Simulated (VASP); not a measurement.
Input of a VASP 6.6.1 run:

POSCAR

```
GaAs
1.0
    0.0000000000      2.7038964144      2.8330850947
    2.7038964144      0.0000000000      2.8330850947
    2.7038964144      2.7038964144      0.0000000000
Ga As
1 1
Direct
    0.0000000000      0.0000000000      0.0000000000
    0.2500000000      0.2500000000      0.2500000000
```

File INCAR.step1:

```
SYSTEM = GaAs
PREC = Accurate
ENCUT = 520
EDIFF = 1E-5
ISMEAR = 0
SIGMA = 0.01
LREAL = .False.
LASPH = .True.
NELM = 80
ALGO = Normal
ISIF = 2
LWAVE = .True.
GGA = PE
NBANDS = 16
```

The input INCAR.step2:

```
SYSTEM = GaAs
PREC = Accurate
ENCUT = 520
EDIFF = 1E-6
ISMEAR = 0
SIGMA = 0.01
LREAL = .False.
LASPH = .True.
NELM = 80
ALGO = Normal
ISIF = 2
LWAVE = .False.
LCHARG = .True.
GGA = PE
LHFCALC = .True.
HFSCREEN = 0.2079
PRECFOCK = Normal
LELF = .True.
LVHAR = .True.
ISTART = 1
NBANDS = 16
```

The input KPOINTS:

```
regular mesh
0
Gamma
  6 6 6
  0 0 0
```

Potentials or basis: VASP PAW PBE potentials, release 64 (Ga_d, As).

Run with:

```sh
$ cat potpaw_PBE.64/Ga_d/POTCAR potpaw_PBE.64/As/POTCAR > POTCAR
$ cp INCAR.step1 INCAR
$ mpirun -np 1 vasp_std > vasp.out
$ cp INCAR.step2 INCAR
$ mpirun -np 1 vasp_std > vasp.out
```

Problem. Estimate the pressure.

Solution. 9.0 GPa.

Problem. What does it give for the band gap on the k mesh?

Solution. 1.68 eV (least direct gap 2.05 eV).

Stress tensor (GPa, compression positive):
```
10.19  0.00  0.00
 0.00 10.19  0.00
 0.00  0.00  6.68
```

Caveat: the cell differs from its parent crystal (biaxial xy strain -4.6%); the cell stands under pressure; the PAW data sets were made with another functional, which shifts forces and pressure a little. A k mesh can miss the band edges.
